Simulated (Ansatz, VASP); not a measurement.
# One calculation of CaSe, two programs

File INCAR:

```
SYSTEM = CaSe
PREC = Accurate
ENCUT = 520
EDIFF = 1E-6
ISMEAR = 0
SIGMA = 0.01
LREAL = .FALSE.
LASPH = .TRUE.
NELM = 80
ALGO = Normal
ISIF = 2
LWAVE = .FALSE.
LCHARG = .TRUE.
GGA = PS
LELF = .TRUE.
LVHAR = .TRUE.
NBANDS = 15
```

KPOINTS

```
regular mesh
0
G
  6 6 6
  0 0 0
```

The input POSCAR:

```
CaSe
1.0
    0.0000000000      2.9344539877      2.9344539877
    2.9344539877      0.0000000000      2.9344539877
    2.9344539877      2.9344539877      0.0000000000
Ca Se
1 1
Direct
    0.0000000000      0.0000000000      0.0000000000
    0.5000000000      0.5000000000      0.5000000000
```

Input for Ansatz:

```yaml
crystal:
  lattice:
    - [0.0, 2.93445398767, 2.93445398767]
    - [2.93445398767, 0.0, 2.93445398767]
    - [2.93445398767, 2.93445398767, 0.0]
  atoms:
    - { symbol: Ca, position: [0.0, 0.0, 0.0] }
    - { symbol: Se, position: [0.5, 0.5, 0.5] }
kpoints:
  mp_grid: { grid: [6, 6, 6] }
scf:
  occupations: { method: fixed }
  convergence: { dr2_threshold: 1.0e-10 }
hamiltonian:
  xc: pbesol
  pseudopotentials: { kind: all_electron, lapw: { basis_error: 0.0005 } }
output:
  forces: true
  stress: true
  eigenstates:
    kpoints:
      - [0.0, 0.0, 0.0]
      - [0.0, -0.5, -0.5]
      - [-0.5, 0.0, -0.5]
      - [-0.5, -0.5, 0.0]
      - [-0.5, 0.0, 0.0]
      - [0.0, -0.5, 0.0]
      - [0.0, 0.0, -0.5]
      - [-0.5, -0.5, -0.5]
  eigenvalues: true
```

Change from the starting cell: unstrained.

Alike in both runs: task single point; functional PBEsol; k mesh 6 × 6 × 6; no spin polarisation.

```csv
,VASP,Ansatz
version,VASP 6.6.1,Ansatz 0.2.0
potentials or method,"VASP PAW PBE potentials, release 64 (Ca_sv, Se), cutoff 520 eV","all-electron LAPW, scalar-relativistic"
occupations,"gaussian, width 0.01 eV",fixed
```

|  | VASP | Ansatz | Ansatz less VASP |
| --- | --- | --- | --- |
| gap on the k mesh at the Fermi level (eV) | 1.87 | 1.88 | +0.012 |
| pressure (GPa) | 0.2 | 0.0 | -0.21 |

VASP's potentials were made for PBE, not for PBEsol. Ansatz ran all-electron here, and VASP with PAW potentials.
